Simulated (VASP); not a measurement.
# SiC (P6_3mc) in VASP: a series of runs

The runs below take SiC through single point, with PBE, PBEsol+D3(BJ).

Everything below comes from runs of VASP 6.6.1. Logs are shortened: lines on timing, memory, paths and dates and some standing lists are left out, and cuts for length are marked.

**1. The cell of the first run**

It takes space group P6_3mc (No. 186, hexagonal). Conventional cell: a = 3.076 Å, b = 3.076 Å, c = 10.071 Å, α = 90.00°, β = 90.00°, γ = 120.00°. Si (site symmetry 3m) has 4 C at 1.88 to 1.89 Å within 2.5 Å. Si (site symmetry 3m) has 4 C at 1.88 to 1.89 Å within 2.5 Å. C (site symmetry 3m) has 4 Si at 1.88 to 1.89 Å within 2.5 Å. Within 2.5 Å of C (site symmetry 3m) lie 4 Si at 1.88 to 1.89 Å.

**2. Single point, PBE**

Input file INCAR:

```
SYSTEM = SiC
PREC     = Accurate       ! precision mode
ENCUT    = 520            ! plane-wave cutoff, eV
EDIFF    = 1E-6           ! SCF threshold, eV
ISMEAR   = -1             ! smearing method
SIGMA    = 0.05           ! smearing width, eV
LREAL    = .FALSE.        ! projectors in reciprocal space
LASPH    = .TRUE.         ! aspherical terms in the spheres
NELM     = 80             ! most SCF steps
ALGO     = Normal         ! electronic algorithm
ISIF     = 2              ! what is computed and relaxed
LWAVE    = .FALSE.        ! write WAVECAR
LCHARG   = .FALSE.        ! write CHGCAR
GGA      = PE             ! functional
NBANDS   = 26             ! bands
```

Input file KPOINTS:

```
regular mesh
0
G
  3 3 1
  0 0 0
```

Input file POSCAR:

```
SiC
1.0
    3.0756941497      0.0000000000      0.0000000000
   -1.5378470748      2.6636292679      0.0000000000
    0.0000000000      0.0000000000     10.0706464800
Si C
4 4
Direct
    0.0000000000      0.0000000000      0.1878943800
    0.0000000000      0.0000000000      0.6878943800
    0.3333333333      0.6666666667      0.4378419800
    0.6666666667      0.3333333333      0.9378419800
    0.0000000000      0.0000000000      0.0004600500
    0.0000000000      0.0000000000      0.5004600500
    0.3333333333      0.6666666667      0.2498025900
    0.6666666667      0.3333333333      0.7498025900
```

Potentials or basis: VASP PAW PBE potentials, release 64 (Si, C).

Launch:

```bash
cat potpaw_PBE.64/Si/POTCAR potpaw_PBE.64/C/POTCAR > POTCAR
mpirun -np 1 vasp_std > vasp.out
```

OUTCAR:

```text
SYSTEM = SiC
   PREC = Accurate
   ENCUT = 520
   EDIFF = 1E-6
   ISMEAR = -1
   LREAL = .FALSE.
   LASPH = .TRUE.
   NELM = 80
   ISIF = 2
   GGA = PE

 ion  position               nearest neighbor table
   1  0.000  0.000  0.188-   7 1.88   7 1.88   7 1.88   5 1.89   3 3.08   3 3.08   3 3.08   4 3.08
                             4 3.08   4 3.08
   2  0.000  0.000  0.688-   8 1.88   8 1.88   8 1.88   6 1.89   4 3.08   4 3.08   4 3.08   3 3.08
                             3 3.08   3 3.08
   3  0.333  0.667  0.438-   6 1.88   6 1.88   6 1.88   7 1.89   1 3.08   1 3.08   1 3.08   2 3.08
                             2 3.08   2 3.08
   4  0.667  0.333  0.938-   5 1.88   5 1.88   5 1.88   8 1.89   2 3.08   2 3.08   2 3.08   1 3.08
                             1 3.08   1 3.08
   5  0.000  0.000  0.000-   4 1.88   4 1.88   4 1.88   1 1.89
   6  0.000  0.000  0.500-   3 1.88   3 1.88   3 1.88   2 1.89
   7  0.333  0.667  0.250-   1 1.88   1 1.88   1 1.88   3 1.89
   8  0.667  0.333  0.750-   2 1.88   2 1.88   2 1.88   4 1.89

  LATTYP: Found a hexagonal cell.
 ALAT       =     3.0756941497
 C/A-ratio  =     3.2742678530

  Lattice vectors:

 A1 = (   3.0756941497,   0.0000000000,   0.0000000000)
 A2 = (  -1.5378470748,   2.6636292679,   0.0000000000)
 A3 = (   0.0000000000,   0.0000000000,  10.0706464800)

Analysis of symmetry for initial positions (statically):
=====================================================================
 Subroutine PRICEL returns:
 Original cell was already a primitive cell.

 Routine SETGRP: Setting up the symmetry group for a
 hexagonal supercell.

 Subroutine GETGRP returns: Found 12 space group operations
 (whereof  6 operations were pure point group operations)
 out of a pool of 24 trial point group operations.

The static configuration has the point symmetry C_3v.
 The point group associated with its full space group is C_6v.

Analysis of symmetry for dynamics (positions and initial velocities):
=====================================================================
 Subroutine PRICEL returns:
 Original cell was already a primitive cell.

 Routine SETGRP: Setting up the symmetry group for a
 hexagonal supercell.

 Subroutine GETGRP returns: Found 12 space group operations
 (whereof  6 operations were pure point group operations)
 out of a pool of 24 trial point group operations.

The dynamic configuration has the point symmetry C_3v.
[... 93 lines left out ...]
   NSW    =      0    number of steps for IOM
   IBRION =     -1    ionic relax: 0-MD 1-quasi-New 2-CG
   NFREE  =      0    steps in history (QN), initial steepest desc. (CG)
   ISIF   =      2    stress and relaxation
   ISYM   =      2    0-nonsym 1-usesym 2-fastsym
   POTIM  = 0.5000    time-step for ionic-motion
   TEBEG  =    0.0;   TEEND  =   0.0 temperature during run
   PSTRESS=    0.0 pullay stress
   NELECT =      32.0000    total number of electrons
   NUPDOWN=      -1.0000    fix difference up-down
   EMIN   =  10.00;   EMAX   =-10.00  energy-range for DOS
   EFERMI =   0.00;   METHOD = LEGACY
   ISMEAR =    -1;   SIGMA  =   0.05  broadening in eV -4-tet -1-fermi 0-gaus
   EFERMI_NEDOS =   21; number of points for ismear=-14 and -15
   IALGO  =     38    algorithm
   IMIX   =      4    mixing-type and parameters
     AMIX     =   0.40;   BMIX     =  1.00
     AMIX_MAG =   1.60;   BMIX_MAG =  1.00
  volume/ion in A,a.u.               =      10.31        69.60
  Fermi-wavevector in a.u.,A,eV,Ry     =   1.193897  2.256138 19.393597  1.425389
  Thomas-Fermi vector in A             =   2.329900
   LORBIT       =      0    0 simple, 1 ext, 2 COOP (PROOUT), +10 PAW based schemes
   GGA     = PE    functional components
   LHFCALC =     F    Hartree Fock is set to
   AEXX    =    0.0000 exact exchange contribution
   IVDW    =     0    specifies the selected vdW correction
   LEPSILON=     F    determine dielectric tensor
   LRPA    =     F    only Hartree local field effects (RPA)
 non-spin polarized calculation
  energy-cutoff  :      520.00
  volume of cell :       82.50
 maximum number of plane-waves:      2230
 NGX is ok and might be reduce to    24
   NGX = 11   NGY = 11   NGZ = 37

 number of electron      32.0000000 magnetization

 Free energy of the ion-electron system (eV)
  ---------------------------------------------------
  ext. energy  EPLUGINS =         0.00000000
  ---------------------------------------------------
  free energy    TOTEN  =       -59.23376278 eV

  energy without entropy =      -59.23376278  energy(sigma->0) =      -59.23376278

 E-fermi :   9.4472     XC(G=0): -11.3458

 val. band max:        8.2911504497   @ k =   0.0000   0.0000   0.0000
 cond. band min:      11.2391965723   @ k =   0.3333   0.0000   0.0000
 fundamental gap:      2.9480461227
 Fermi energy:         9.4471559159

 k-point     1 :       0.0000    0.0000    0.0000
  band No.  band energies     occupation
      1      -7.2517      2.00000
      2      -6.0669      2.00000
      3      -6.0352      2.00000
      4      -3.6605      2.00000
      5      -0.3817      2.00000
      6       3.8867      2.00000
[... 76 lines left out ...]
     25      18.0685      0.00000
     26      18.7185      0.00000

------------------------ aborting loop because EDIFF is reached ----------------------------------------

  FORCE on cell =-STRESS in cart. coord.  units (eV):
  Direction    XX          YY          ZZ          XY          YZ          ZX
  --------------------------------------------------------------------------------------
  -------------------------------------------------------------------------------------
  Total        2.9733506      2.9733506      0.9837849      0.0000000      0.0000000     -0.0000000
  in kB       57.7407513     57.7407513     19.1045338      0.0000000      0.0000000     -0.0000000
  external PRESSURE =      44.8620121 kB  Pullay stress =       0.0000000 kB

 VOLUME and BASIS-vectors are now :
 -----------------------------------------------------------------------------
  energy-cutoff  :      520.00
  volume of cell :       82.50
      direct lattice vectors                 reciprocal lattice vectors
     3.075694150  0.000000000  0.000000000     0.325129857  0.187713811  0.000000000
    -1.537847075  2.663629268  0.000000000     0.000000000  0.375427621  0.000000000
     0.000000000  0.000000000 10.070646480     0.000000000  0.000000000  0.099298491

 POSITION                                       TOTAL-FORCE (eV/Angst)
 -----------------------------------------------------------------------------------
      0.00000      0.00000      1.89222         0.000000     -0.000000      0.046043
      0.00000      0.00000      6.92754         0.000000      0.000000      0.046043
     -0.00000      1.77575      4.40935         0.000000      0.000000      0.185363
      1.53785      0.88788      9.44468        -0.000000      0.000000      0.185363
      0.00000      0.00000      0.00463        -0.000000     -0.000000     -0.035781
      0.00000      0.00000      5.03996        -0.000000      0.000000     -0.035781
     -0.00000      1.77575      2.51567        -0.000000      0.000000     -0.195625
      1.53785      0.88788      7.55100         0.000000     -0.000000     -0.195625
 -----------------------------------------------------------------------------------
    total drift:                                0.000000      0.000000     -0.000052

  FREE ENERGIE OF THE ION-ELECTRON SYSTEM (eV)
  ---------------------------------------------------
  free  energy   TOTEN  =       -59.2337627772 eV

  energy  without entropy=      -59.2337627771  energy(sigma->0) =      -59.23376278
```

OSZICAR:

```text
N       E                     dE             d eps       ncg     rms          rms(c)
DAV:   1     0.784198270660E+02    0.78420E+02   -0.14413E+04   156   0.111E+03
DAV:   2    -0.601168417213E+02   -0.13854E+03   -0.12991E+03   212   0.194E+02
DAV:   3    -0.670502249925E+02   -0.69334E+01   -0.68832E+01   216   0.410E+01
DAV:   4    -0.671356350587E+02   -0.85410E-01   -0.85302E-01   208   0.526E+00
DAV:   5    -0.671371978509E+02   -0.15628E-02   -0.15623E-02   206   0.679E-01    0.180E+01
DAV:   6    -0.594573723218E+02    0.76798E+01   -0.20761E+01   198   0.197E+01    0.807E+00
DAV:   7    -0.592669777145E+02    0.19039E+00   -0.24378E+00   216   0.697E+00    0.351E+00
DAV:   8    -0.592356214615E+02    0.31356E-01   -0.12651E-01   190   0.168E+00    0.104E+00
DAV:   9    -0.592330200402E+02    0.26014E-02   -0.20433E-02   190   0.759E-01    0.163E-01
DAV:  10    -0.592336507709E+02   -0.63073E-03   -0.16418E-03   184   0.200E-01    0.782E-02
DAV:  11    -0.592337601646E+02   -0.10939E-03   -0.20630E-04   180   0.881E-02    0.188E-02
DAV:  12    -0.592337613935E+02   -0.12289E-05   -0.99218E-06   200   0.162E-02    0.697E-03
DAV:  13    -0.592337626022E+02   -0.12087E-05   -0.10358E-06   136   0.569E-03    0.243E-03
DAV:  14    -0.592337627772E+02   -0.17499E-06   -0.14132E-07    92   0.200E-03
   1 F= -.59233763E+02 E0= -.59233763E+02  d E =-.572306E-10
```

stdout:

```text
POSCAR found type information on POSCAR SiC
 POSCAR found :  2 types and       8 ions
 scaLAPACK will be used
 LDA part: xc-table for (Slater+PW92), standard interpolation
 POSCAR, INCAR and KPOINTS ok, starting setup
 FFT: planning ... GRIDC
 FFT: planning ... GRID_SOFT
 FFT: planning ... GRID
 WAVECAR not read
 entering main loop
```

Wall time 12 s (1 thread of AMD EPYC 7R13, shared host); peak memory 0.16 GiB.

What came out:

- Free energy: -59.2338 eV
- Pressure: 4.5 GPa
- Largest force: 0.196 eV/Å
- Band gap on the k mesh: 2.95 eV (least direct gap 3.80 eV)

Forces on the atoms (eV/Å):
```
Si   0.000  0.000  0.046
Si   0.000  0.000  0.046
Si   0.000  0.000  0.185
Si   0.000  0.000  0.185
C    0.000  0.000 -0.036
C    0.000  0.000 -0.036
C    0.000  0.000 -0.196
C    0.000  0.000 -0.196
```

Levels at points of the mesh, in eV from the valence-band top:
```tsv
k point	band 12	band 13	band 14	band 15	band 16	band 17	band 18	band 19	band 20	band 21
(0.00, 0.00, 0.00)	-0.59	-0.59	-0.06	0.00	0.00	5.07	5.65	6.30	6.30	6.92
```

Caveat: the k points lie up to 0.79 Å⁻¹ apart; an odd mesh through Γ misses points on the zone boundary, where band edges can lie.

**3. Single point, PBEsol+D3(BJ)**

This run uses another cell than the first one, of 9.69 Å³/atom.

Input file INCAR:

```
ALGO = Normal ; EDIFF = 1E-6
ENCUT = 520 ; GGA = PS
ISIF = 2 ; ISMEAR = -1
IVDW = 12 ; LASPH = True
LCHARG = False ; LREAL = False
LWAVE = False ; NBANDS = 26
NELM = 60 ; PREC = Accurate
SIGMA = 0.05
```

Input file KPOINTS:

```
k-points
0
Gamma
  10 10 3
```

POSCAR, as its differences from that of step 2:

```diff
@@ -2,5 +2,5 @@
 1.0
-    3.0756941497      0.0000000000      0.0000000000
-   -1.5378470748      2.6636292679      0.0000000000
-    0.0000000000      0.0000000000     10.0706464800
+    3.0129072637      0.0000000000      0.0000000000
+   -1.5064536318      2.6092542296      0.0000000000
+    0.0000000000      0.0000000000      9.8650653976
 Si C
```

Potentials or basis: VASP PAW PBE potentials, release 64 (Si, C).

Launch:

```bash
cat potpaw_PBE.64/Si/POTCAR potpaw_PBE.64/C/POTCAR > POTCAR
mpirun -np 1 vasp_std > vasp.out
```

Wall time 73 s (1 thread of AMD EPYC 7R13, shared host); peak memory 0.19 GiB.

The run converged. Its results:

- Free energy: -65.4810 eV
- Pressure: 12.1 GPa
- Largest force: 0.027 eV/Å
- Band gap on the k mesh: 2.12 eV (least direct gap 3.26 eV)
- Dispersion energy per atom: -0.258 eV

Forces on the atoms (eV/Å):
```
Si   0.000  0.000  0.012
Si   0.000  0.000  0.012
Si   0.000  0.000 -0.027
Si   0.000  0.000 -0.027
C    0.000  0.000 -0.001
C    0.000  0.000 -0.001
C    0.000  0.000  0.015
C    0.000  0.000  0.015
```

Stress tensor (GPa, compression positive):
```
12.26  0.00  0.00
 0.00 12.26  0.00
 0.00  0.00 11.89
```

Levels at points of the mesh, in eV from the valence-band top:
```
           k point  band 14  band 15  band 16  band 17  band 18  band 19
(0.00, 0.00, 0.00)    -0.06     0.00     0.00     5.60     6.17     6.83
(0.50, 0.00, 0.00)    -2.30    -1.63    -1.14     2.12     2.29     4.30
```

Caveat: the cell stands under pressure; the PAW data sets were made with another functional, which shifts forces and pressure a little; an odd mesh through Γ misses points on the zone boundary, where band edges can lie.
